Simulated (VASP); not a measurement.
Input of a VASP 6.6.1 run:

The input INCAR:

```
SYSTEM = La
ALGO = Normal
EDIFF = 1E-7
ENCUT = 520
GGA = PS
ISIF = 2
ISMEAR = -1
LASPH = .True.
LCHARG = .False.
LREAL = .False.
LWAVE = .False.
NBANDS = 12
NELM = 60
PREC = Accurate
SIGMA = 0.08
```

File KPOINTS:

```
k-points
0
Gamma
  15 15 15
  0 0 0
```

File POSCAR:

```
La
1.0
   -1.8183429041      1.8183429041      1.8183429041
    1.8183429041     -1.8183429041      1.8183429041
    1.8183429041      1.8183429041     -1.8183429041
La
1
Direct
    0.0000000000      0.0000000000      0.0000000000
```

Potentials or basis: VASP PAW PBE potentials, release 64 (La).

Launch:

```bash
$ cat potpaw_PBE.64/La/POTCAR > POTCAR
$ mpirun -np 1 vasp_std > vasp.out
```

Task: Predict the pressure.

Result: 17.2 GPa.

Caveat: the PAW data sets were made with another functional, which shifts forces and pressure a little.
